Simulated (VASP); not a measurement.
# InSb3 (Imm2) in VASP: single point with PBE+D3(BJ)

Aim: the single point of InSb3 with PBE+D3(BJ).

All numbers are computed with VASP 6.6.1; they aren't measurements. Logs are shortened: lines on timing, memory, paths and dates and some standing lists are left out, and cuts for length are marked.

## (1) The cell of the first run

It takes space group Imm2 (No. 44, orthorhombic). Conventional cell: a = 6.694 Å, b = 9.467 Å, c = 6.694 Å, α = 90.00°, β = 90.00°, γ = 90.00°. Within 4.4 Å of In (site symmetry mm2) lie 12 Sb at 3.35 to 3.55 Å. Within 2.8 Å of In (site symmetry mm2) lie 1 Sb at 2.15 Å. Within 2.8 Å of Sb (site symmetry mm2) lie 1 In at 2.15 Å. Within 4.4 Å of Sb (site symmetry mm2) lie 4 In at 3.35 Å and 10 Sb at 3.35 to 3.98 Å. Sb (site symmetry 1) has 7 Sb at 2.94 to 3.35 Å and 4 In at 3.35 Å within 3.9 Å.

## (2) Single point, PBE+D3(BJ) (atom 3 (Sb) moved by -0.846 Å along [1 0 0] and -0.846 Å along [0 0 1])

INCAR reads:

```
PREC     = Accurate       # precision mode
ENCUT    = 520            # plane-wave cutoff, eV
EDIFF    = 1E-6           # SCF threshold, eV
ISMEAR   = 0              # smearing method
SIGMA    = 0.15           # smearing width, eV
LREAL    = False          # projectors in reciprocal space
LASPH    = True           # aspherical terms in the spheres
NELM     = 100            # most SCF steps
ALGO     = Normal         # electronic algorithm
ISIF     = 2              # what is computed and relaxed
LWAVE    = False          # write WAVECAR
LCHARG   = False          # write CHGCAR
GGA      = PE             # functional
IVDW     = 12             # dispersion correction
NBANDS   = 38             # bands
```

KPOINTS reads:

```
regular mesh
0
Gamma
  8 8 8
```

POSCAR reads:

```
InSb3
1.0
   -4.7334824492      4.7334824492      0.0000000000
    0.0000000000      4.7334824492     -4.7334824492
   -4.7334824492      0.0000000000     -4.7334824492
In Sb
2 6
Direct
    0.5000000000      0.5000000000      0.5000000000
    0.0000000000      0.0000000000      0.0000000000
    0.0000000000      0.0000000000      0.6787267639
    0.5000000000      0.5000000000      0.0000000000
    0.0000000000      0.5000000000      0.0000000000
    0.5000000000      0.0000000000      0.5000000000
    0.0000000000      0.5000000000      0.5000000000
    0.5000000000      0.0000000000      0.0000000000
```

Potentials or basis: VASP PAW PBE potentials, release 64 (In_d, Sb).

Started as:

```bash
$ cat potpaw_PBE.64/In_d/POTCAR potpaw_PBE.64/Sb/POTCAR > POTCAR
$ mpirun -np 1 vasp_std > vasp.out
```

OUTCAR:

```text
PREC = Accurate
   ENCUT = 520
   EDIFF = 1E-6
   ISMEAR = 0
   LREAL = False
   LASPH = True
   NELM = 100
   ISIF = 2
   GGA = PE
   IVDW = 12
 IVDW          = 12

 ion  position               nearest neighbor table
   1  0.500  0.500  0.500-   4 3.35   6 3.35   7 3.35   4 3.35   5 3.35   8 3.35   6 3.35   8 3.35
                             5 3.35   7 3.35   3 3.55   3 3.55
   2  0.000  0.000  0.000-   3 2.15   5 3.35   8 3.35   6 3.35   7 3.35   4 3.35   5 3.35   7 3.35
                             4 3.35   6 3.35   8 3.35
   3  0.000  0.000  0.679-   2 2.15   6 2.94   7 2.94   5 2.94   8 2.94   1 3.55   1 3.55
   4  0.500  0.500  0.000-   1 3.35   5 3.35   8 3.35   1 3.35   6 3.35   7 3.35   2 3.35   6 3.35
                             8 3.35   2 3.35   5 3.35   7 3.35
   5  0.000  0.500  0.000-   3 2.94   2 3.35   4 3.35   7 3.35   1 3.35   7 3.35   2 3.35   8 3.35
                             1 3.35   4 3.35   8 3.35
   6  0.500  0.000  0.500-   3 2.94   8 3.35   2 3.35   4 3.35   8 3.35   1 3.35   4 3.35   7 3.35
                             2 3.35   1 3.35   7 3.35
   7  0.000  0.500  0.500-   3 2.94   5 3.35   2 3.35   4 3.35   5 3.35   2 3.35   1 3.35   6 3.35
                             1 3.35   4 3.35   6 3.35
   8  0.500  0.000  0.000-   3 2.94   2 3.35   4 3.35   6 3.35   1 3.35   6 3.35   1 3.35   4 3.35
                             5 3.35   2 3.35   5 3.35

  LATTYP: Found a face centered cubic cell.
 ALAT       =     9.4669648984

  Lattice vectors:

 A1 = (  -4.7334824492,   4.7334824492,   0.0000000000)
 A2 = (   0.0000000000,   4.7334824492,  -4.7334824492)
 A3 = (  -4.7334824492,   0.0000000000,  -4.7334824492)

Analysis of symmetry for initial positions (statically):
=====================================================================
 Subroutine PRICEL returns:
 Original cell was already a primitive cell.

 Routine SETGRP: Setting up the symmetry group for a
 face centered cubic supercell.

 Subroutine GETGRP returns: Found  4 space group operations
 (whereof  4 operations were pure point group operations)
 out of a pool of 48 trial point group operations.

The static configuration has the point symmetry C_2v.

Analysis of symmetry for dynamics (positions and initial velocities):
=====================================================================
 Subroutine PRICEL returns:
 Original cell was already a primitive cell.

 Routine SETGRP: Setting up the symmetry group for a
 face centered cubic supercell.

 Subroutine GETGRP returns: Found  4 space group operations
 (whereof  4 operations were pure point group operations)
 out of a pool of 48 trial point group operations.

The dynamic configuration has the point symmetry C_2v.

 Subroutine INISYM returns: Found  4 space group operations
 (whereof  4 operations are pure point group operations),
 and found     1 'primitive' translations

----------------------------------------------------------------------------------------

                                     Primitive cell

  volume of cell :     212.1155

  direct lattice vectors                    reciprocal lattice vectors
    -4.733482449  4.733482449  0.000000000    -0.105630475  0.105630475  0.105630475
     0.000000000  4.733482449 -4.733482449     0.105630475  0.105630475 -0.105630475
    -4.733482449  0.000000000 -4.733482449    -0.105630475 -0.105630475 -0.105630475

  length of vectors
     6.694155077  6.694155077  6.694155077     0.182957350  0.182957350  0.182957350

  position of ions in fractional coordinates (direct lattice)
     0.500000000  0.500000000  0.500000000
     0.000000000  0.000000000  0.000000000
     0.000000000  0.000000000  0.678726764
     0.500000000  0.500000000  0.000000000
     0.000000000  0.500000000  0.000000000
     0.500000000  0.000000000  0.500000000
     0.000000000  0.500000000  0.500000000
     0.500000000  0.000000000  0.000000000

  ion indices of the primitive-cell ions
   primitive index   ion index
                 1           1
                 2           2
                 3           3
                 4           4
                 5           5
                 6           6
                 7           7
                 8           8

----------------------------------------------------------------------------------------

 KPOINTS: regular mesh

Automatic generation of k-mesh.
 Grid dimensions read from file:
 generate k-points for:    8    8    8

 Generating k-lattice:

  Cartesian coordinates                     Fractional coordinates (reciprocal lattice)
    -0.013203809  0.013203809  0.013203809     0.125000000  0.000000000  0.000000000
     0.013203809  0.013203809 -0.013203809     0.000000000  0.125000000  0.000000000
    -0.013203809 -0.013203809 -0.013203809     0.000000000  0.000000000  0.125000000

  Length of vectors
     0.022869669  0.022869669  0.022869669

  Shift w.r.t. Gamma in fractional coordinates (k-lattice)
     0.000000000  0.000000000  0.000000000

 Subroutine IBZKPT returns following result:
 ===========================================

 Found     95 irreducible k-points:

 Following reciprocal coordinates:
            Coordinates               Weight
  0.000000  0.000000  0.000000      1.000000
  0.125000  0.000000  0.000000      4.000000
  0.000000  0.000000  0.125000      4.000000
  0.250000  0.000000  0.000000      4.000000
  0.000000  0.000000  0.250000      4.000000
  0.375000  0.000000  0.000000      4.000000
[... 16 lines left out ...]
  0.125000  0.125000 -0.375000      4.000000
 -0.375000  0.125000  0.000000      4.000000
 [... further k-points ...]
   k-points           NKPTS =     95   k-points in BZ     NKDIM =     95   number of bands    NBANDS=     38
   number of dos      NEDOS =    301   number of ions     NIONS =      8
   total plane-waves  NPLWV = 125000
   dimension x,y,z NGX =    50 NGY =   50 NGZ =   50
   dimension x,y,z NGXF=   100 NGYF=  100 NGZF=  100
   ions per type =               2   6
   NGX,Y,Z   is equivalent  to a cutoff of  12.42, 12.42, 12.42 a.u.
   NGXF,Y,Z  is equivalent  to a cutoff of  24.83, 24.83, 24.83 a.u.
 SYSTEM =  unknown system
   PREC   = accura    normal or accurate (medium, high low for compatibility)
   ISTART =      0    job   : 0-new  1-cont  2-samecut
   ICHARG =      2    charge: 1-file 2-atom 10-const
   ISPIN  =      1    spin polarized calculation?
   LNONCOLLINEAR =      F non collinear calculations
   LSORBIT =      F    spin-orbit coupling
   LASPH  =      T    aspherical Exc in radial PAW
   ENCUT  =  520.0 eV  38.22 Ry    6.18 a.u.  12.45 12.45 12.45*2*pi/ulx,y,z
   NELM   =    100;   NELMIN=  2; NELMDL= -5     # of ELM steps
   EDIFF  = 0.1E-05   stopping-criterion for ELM
   LREAL  =      F    real-space projection
   EDIFFG = 0.1E-04   stopping-criterion for IOM
   NSW    =      0    number of steps for IOM
   IBRION =     -1    ionic relax: 0-MD 1-quasi-New 2-CG
   NFREE  =      0    steps in history (QN), initial steepest desc. (CG)
   ISIF   =      2    stress and relaxation
   ISYM   =      2    0-nonsym 1-usesym 2-fastsym
   POTIM  = 0.5000    time-step for ionic-motion
   TEBEG  =    0.0;   TEEND  =   0.0 temperature during run
   PSTRESS=    0.0 pullay stress
   NELECT =      56.0000    total number of electrons
   NUPDOWN=      -1.0000    fix difference up-down
   EMIN   =  10.00;   EMAX   =-10.00  energy-range for DOS
   EFERMI =   0.00;   METHOD = LEGACY
   ISMEAR =     0;   SIGMA  =   0.15  broadening in eV -4-tet -1-fermi 0-gaus
   EFERMI_NEDOS =   21; number of points for ismear=-14 and -15
   IALGO  =     38    algorithm
   IMIX   =      4    mixing-type and parameters
     AMIX     =   0.40;   BMIX     =  1.00
     AMIX_MAG =   1.60;   BMIX_MAG =  1.00
  volume/ion in A,a.u.               =      26.51       178.93
  Fermi-wavevector in a.u.,A,eV,Ry     =   1.050219  1.984627 15.006695  1.102961
  Thomas-Fermi vector in A             =   2.185214
   LORBIT       =      0    0 simple, 1 ext, 2 COOP (PROOUT), +10 PAW based schemes
   GGA     = PE    functional components
   LHFCALC =     F    Hartree Fock is set to
   AEXX    =    0.0000 exact exchange contribution
   IVDW    =    12    specifies the selected vdW correction
   LEPSILON=     F    determine dielectric tensor
   LRPA    =     F    only Hartree local field effects (RPA)
 non-spin polarized calculation
 Gauss-broadening in eV      SIGMA  =   0.15
  energy-cutoff  :      520.00
  volume of cell :      212.12
 maximum number of plane-waves:      5769
 NGX is ok and might be reduce to    50
   NGX = 25   NGY = 25   NGZ = 25

 number of electron      55.9999980 magnetization

 Free energy of the ion-electron system (eV)
  ---------------------------------------------------
  ext. energy  EPLUGINS =         0.00000000
  ---------------------------------------------------
  free energy    TOTEN  =       -24.60355402 eV

  energy without entropy =      -24.55981371  energy(sigma->0) =      -24.58168387

 E-fermi :   8.3761     XC(G=0): -10.1774

 val. band max:        8.3644515100   @ k =   0.2500   0.2500  -0.2500
 cond. band min:       8.3785862990   @ k =   0.0000   0.3750   0.2500
 fundamental gap:      0.0141347890
 Fermi energy:         8.3761273080

 k-point     1 :       0.0000    0.0000    0.0000
  band No.  band energies     occupation
      1      -7.8862      2.00000
      2      -7.2908      2.00000
      3      -7.2571      2.00000
      4      -6.9622      2.00000
      5      -6.9478      2.00000
      6      -6.1575      2.00000
[... 30 lines left out ...]
     37      12.9846      0.00000
     38      13.4573      0.00000

 k-point     2 :       0.1250    0.0000    0.0000
  band No.  band energies     occupation
      1      -7.8862      2.00000
      2      -7.2904      2.00000
      3      -7.2570      2.00000
      4      -6.9619      2.00000
      5      -6.9475      2.00000
      6      -6.1574      2.00000
[... 30 lines left out ...]
     37      13.2583      0.00000
     38      13.3625      0.00000

 k-point     3 :       0.0000    0.0000    0.1250
  band No.  band energies     occupation
      1      -7.8858      2.00000
      2      -7.2906      2.00000
      3      -7.2570      2.00000
      4      -6.9617      2.00000
      5      -6.9479      2.00000
      6      -6.1571      2.00000
[... 30 lines left out ...]
     37      13.1629      0.00000
     38      13.5312      0.00000

 k-point     4 :       0.2500    0.0000    0.0000
  band No.  band energies     occupation
      1      -7.8861      2.00000
      2      -7.2893      2.00000
      3      -7.2569      2.00000
      4      -6.9614      2.00000
      5      -6.9467      2.00000
      6      -6.1570      2.00000
[... 30 lines left out ...]
     37      12.2769      0.00000
     38      12.7759      0.00000
[... 703 lines left out ...]
      4      -6.9593      2.00000
      5      -6.9479      2.00000
      6      -6.1550      2.00000
[... 30 lines left out ...]
     37      11.3351      0.00000
     38      12.3720      0.00000

 k-point    23 :       0.1250    0.1250   -0.3750
  band No.  band energies     occupation
      1      -7.8843      2.00000
      2      -7.2888      2.00000
      3      -7.2564      2.00000
      4      -6.9587      2.00000
      5      -6.9484      2.00000
      6      -6.1543      2.00000
[... 30 lines left out ...]
     37      11.2819      0.00000
     38      12.4959      0.00000

 k-point    24 :      -0.3750    0.1250    0.0000
  band No.  band energies     occupation
      1      -7.8860      2.00000
      2      -7.2878      2.00000
      3      -7.2567      2.00000
      4      -6.9608      2.00000
      5      -6.9457      2.00000
      6      -6.1564      2.00000
[... 30 lines left out ...]
     37      11.4926      0.00000
     38      11.7829      0.00000

 [... further k-points ...]

------------------------ aborting loop because EDIFF is reached ----------------------------------------

 Edisp (eV)   -3.82085

 E8    (eV) :    -1.7945

  FORCE on cell =-STRESS in cart. coord.  units (eV):
  Direction    XX          YY          ZZ          XY          YZ          ZX
  --------------------------------------------------------------------------------------
  -------------------------------------------------------------------------------------
  Total      15.79197     5.34862    15.79197     0.00000     0.00000    11.66051
  in kB     119.28189    40.39984   119.28189     0.00000     0.00000    88.07566
  external pressure =       92.99 kB  Pullay stress =        0.00 kB

 VOLUME and BASIS-vectors are now :
 -----------------------------------------------------------------------------
  energy-cutoff  :      520.00
  volume of cell :      212.12
      direct lattice vectors                 reciprocal lattice vectors
    -4.733482449  4.733482449  0.000000000    -0.105630475  0.105630475  0.105630475
     0.000000000  4.733482449 -4.733482449     0.105630475  0.105630475 -0.105630475
    -4.733482449  0.000000000 -4.733482449    -0.105630475 -0.105630475 -0.105630475

 POSITION                                       TOTAL-FORCE (eV/Angst)
 -----------------------------------------------------------------------------------
     -4.73348      4.73348     -4.73348         0.103971      0.000000      0.103971
      0.00000      0.00000      0.00000       -10.055451      0.000000    -10.055451
     -3.21274      0.00000     -3.21274         9.804369      0.000000      9.804369
     -2.36674      4.73348     -2.36674        -0.074930      0.000000     -0.074930
      0.00000      2.36674     -2.36674        -0.412317     -0.874570      0.523337
     -4.73348      2.36674     -2.36674        -0.412317      0.874570      0.523337
     -2.36674      2.36674     -4.73348         0.523337      0.874570     -0.412317
     -2.36674      2.36674      0.00000         0.523337     -0.874570     -0.412317
 -----------------------------------------------------------------------------------
    total drift:                               -0.000011      0.000002     -0.000011

  FREE ENERGIE OF THE ION-ELECTRON SYSTEM (eV)
  ---------------------------------------------------
  free  energy   TOTEN  =       -28.4244063419 eV

  energy  without entropy=      -28.3806660258  energy(sigma->0) =      -28.40253618
```

It took 7.5 min on 1 thread of Intel Xeon 6975P-C (Granite Rapids), shared host; peak memory 0.76 GiB.

What came out:

```
Free energy                : -28.4244 eV
Pressure                   : 9.3 GPa
Largest force              : 14.221 eV/Å
Band gap on the k mesh     : zero (bands 28 and 29 overlap by 2.07 eV)
Dispersion energy per atom : -0.478 eV
```

Forces in eV/Å, atoms in the order of the input:
```
In    0.104   0.000   0.104
In  -10.055   0.000 -10.055
Sb    9.804   0.000   9.804
Sb   -0.075   0.000  -0.075
Sb   -0.412  -0.875   0.523
Sb   -0.412   0.875   0.523
Sb    0.523   0.875  -0.412
Sb    0.523  -0.875  -0.412
```

Stress tensor (GPa, compression positive):
```
11.93  0.00  8.81
 0.00  4.04  0.00
 8.81  0.00 11.93
```

Levels at points of the mesh, in eV from the Fermi level:
```
           k point  band 25  band 26  band 27  band 28  band 29  band 30  band 31  band 32
(0.00, 0.00, 0.00)    -3.05     0.17     0.23     0.92     1.46     1.92     2.24     2.83
(0.50, 0.00, 0.00)    -1.92    -0.70    -0.42    -0.08     0.12     0.82     1.49     1.74
(0.00, 0.00, 0.50)    -0.91    -0.58    -0.57    -0.40     0.22     0.37     1.18     1.60
(0.50, 0.50, 0.00)    -1.96    -1.52    -1.22    -1.10    -0.03     0.24     0.54     0.95
(0.00, 0.50, 0.50)    -1.76    -1.28    -1.25    -1.20    -1.15    -0.55     0.36     0.61
```

Caveat: the cell differs from its parent crystal (atom 3 (Sb) moved by -0.846 Å along [1 0 0] and -0.846 Å along [0 0 1]); the stress differs along the axes, from 4 to 12 GPa; spin-orbit coupling is left out, which moves the levels of the heavy elements; forces of over 1 eV/Å act on the atoms, so gaps and moduli don't describe the material at rest.
